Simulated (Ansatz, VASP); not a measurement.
**Sc: VASP beside Ansatz**

The input INCAR:

```
  PREC = Accurate
  ENCUT = 520
  EDIFF = 1E-7
  ISMEAR = 0
  SIGMA = 0.1
  LREAL = False
  LASPH = True
  NELM = 100
  ALGO = Normal
  ISIF = 2
  LWAVE = False
  LCHARG = False
  GGA = PS
  NBANDS = 12
```

Contents of KPOINTS:

```
regular mesh
0
Gamma
  6 6 6
```

Contents of POSCAR:

```
Sc
1.0
    2.9696679687      0.0000000000      0.0000000000
    0.0000000000      2.9696679687      0.0000000000
    0.0000000000      0.0000000000      2.9696679687
Sc
1
Direct
    0.0000000000      0.0000000000      0.0000000000
```

Input for Ansatz:

```yaml
crystal:
  lattice:
    - [2.9696679687, 0.0, 0.0]
    - [0.0, 2.9696679687, 0.0]
    - [0.0, 0.0, 2.9696679687]
  atoms:
    - { symbol: Sc, position: [0.0, 0.0, 0.0] }
basis:
  ecutwfc: 420
kpoints:
  mp_grid: { grid: [6, 6, 6] }
hamiltonian:
  xc: pbesol
scf:
  occupations: { method: gaussian, width: 0.1 }
  lower_state_search: "off"
output:
  forces: true
  stress: true
  eigenvalues: true
```

Alike in both runs: task single point; functional PBEsol; k mesh 6 × 6 × 6; occupations gaussian, width 0.1 eV; no spin polarisation.

```csv
,VASP,Ansatz
version,VASP 6.6.1,Ansatz 0.2.0
potentials or method,"VASP PAW PBE potentials, release 64 (Sc_sv), cutoff 520 eV","scalar-relativistic, plane waves, PAW"
valence electrons in the cell,11,11
```

|  | VASP | Ansatz | Ansatz less VASP |
| --- | --- | --- | --- |
| gap on the k mesh at the Fermi level (eV) | none | none | - |
| pressure (GPa) | -2.0 | -2.0 | -0.01 |

VASP's potentials were made for PBE, not for PBEsol. A gap of «none» marks a metal or a gap that the smearing closes. With one functional, cell and mesh, what is left measures potentials, basis and numerics.
